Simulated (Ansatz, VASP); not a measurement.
One calculation of SnGe4, two programs

Contents of INCAR:

```
SYSTEM = SnGe4
  PREC = Accurate
  ENCUT = 520
  EDIFF = 1E-7
  ISMEAR = 0
  SIGMA = 0.1
  LREAL = .FALSE.
  LASPH = .TRUE.
  NELM = 100
  ALGO = Normal
  ISIF = 2
  LWAVE = .FALSE.
  LCHARG = .FALSE.
  GGA = PE
  NBANDS = 43
```

File KPOINTS:

```
Automatic mesh
0
G
  6 6 6
  0 0 0
```

File POSCAR:

```
SnGe4
1.0
   -3.4646100600      3.4646100600      2.1912118000
    3.4646100600     -3.4646100600      2.1912118000
    3.4646100600      3.4646100600     -2.1912118000
Sn Ge
1 4
Direct
    0.0000000000      0.0000000000      0.0000000000
    0.2000000000      0.6000000000      0.8000000000
    0.8000000000      0.4000000000      0.2000000000
    0.4000000000      0.2000000000      0.6000000000
    0.6000000000      0.8000000000      0.4000000000
```

Input for Ansatz:

```yaml
crystal:
  lattice:
    - [-3.46461006, 3.46461006, 2.1912118]
    - [3.46461006, -3.46461006, 2.1912118]
    - [3.46461006, 3.46461006, -2.1912118]
  atoms:
    - { symbol: Sn, position: [0.0, 0.0, 0.0] }
    - { symbol: Ge, position: [0.2, 0.6, 0.8] }
    - { symbol: Ge, position: [0.8, 0.4, 0.2] }
    - { symbol: Ge, position: [0.4, 0.2, 0.6] }
    - { symbol: Ge, position: [0.6, 0.8, 0.4] }
basis:
  ecutwfc: 420
kpoints:
  mp_grid: { grid: [6, 6, 6] }
hamiltonian:
  xc: pbe
scf:
  occupations: { method: gaussian, width: 0.1 }
  lower_state_search: "off"
output:
  forces: true
  stress: true
  eigenvalues: true
```

Alike in both runs: task single point; functional PBE; k mesh 6 × 6 × 6; occupations gaussian, width 0.1 eV; no spin polarisation.

|  | VASP | Ansatz |
| --- | --- | --- |
| version | VASP 6.6.1 | Ansatz 0.2.0 |
| potentials or method | VASP PAW PBE potentials, release 64 (Sn_d, Ge_d), cutoff 520 eV | scalar-relativistic, plane waves, PAW |
| valence electrons in the cell | 70 | 70 |

|  | VASP | Ansatz | Ansatz less VASP |
| --- | --- | --- | --- |
| gap on the k mesh at the Fermi level (eV) | none | none | - |
| pressure (GPa) | 1.0 | 1.0 | +0.01 |
| rms of the force components (eV/Å) | 0.086 | 0.086 | 0.0000 |

Atom by atom the forces differ by 0.000 eV/Å (rms over components). A gap of «none» marks a metal or a gap that the smearing closes. The functional is the same, so the differences come from potentials, cutoffs and numerics.
